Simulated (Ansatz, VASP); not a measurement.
## Two plane-wave programs on Hf2PbO3

```
Hf Pb O
1.0
     2.73957    1.58169    5.11034
    -2.73957    1.58169    5.11034
     0.00000   -3.16338    5.11034
Hf Pb O
2 1 3
Direct
  0.76038 0.76038 0.76038
  0.23962 0.23962 0.23962
  0.00000 0.00000 0.00000
  0.00000 0.50000 0.00000
  0.50000 0.00000 0.00000
  0.00000 0.00000 0.50000
```

Change from the starting cell: species swapped into the Ho2Al3Fe type (R-3m, No. 166).

Alike in both runs: functional PBE; k mesh 6 × 6 × 6; occupations gaussian, width 0.1 eV; no spin polarisation.

Ansatz relaxed the structure, and its values are those at the end. VASP's run is a single point on that final structure, the one shown.

|  | VASP | Ansatz |
| --- | --- | --- |
| version | VASP 6.6.1 | Ansatz 0.2.0 |
| potentials or method | VASP PAW PBE potentials, release 64 (Hf_pv, Pb_d, O), cutoff 520 eV | scalar-relativistic, plane waves, PAW |
| valence electrons in the cell | 52 | 84 |

Ansatz gave:

- gap on the k mesh at the Fermi level (eV): none
- pressure (GPa): 0.1
- rms of the force components (eV/Å): 0.008

Problem. Which values does VASP return?

Solution. gap on the k mesh at the Fermi level (eV): none; pressure (GPa): -0.7; rms of the force components (eV/Å): 0.100.

A gap of «none» marks a metal or a gap that the smearing closes. VASP's potentials hold 52 valence electrons a cell and Ansatz's 84, so a difference there can come from the potentials and not from the codes.

Spin-orbit coupling is off throughout.
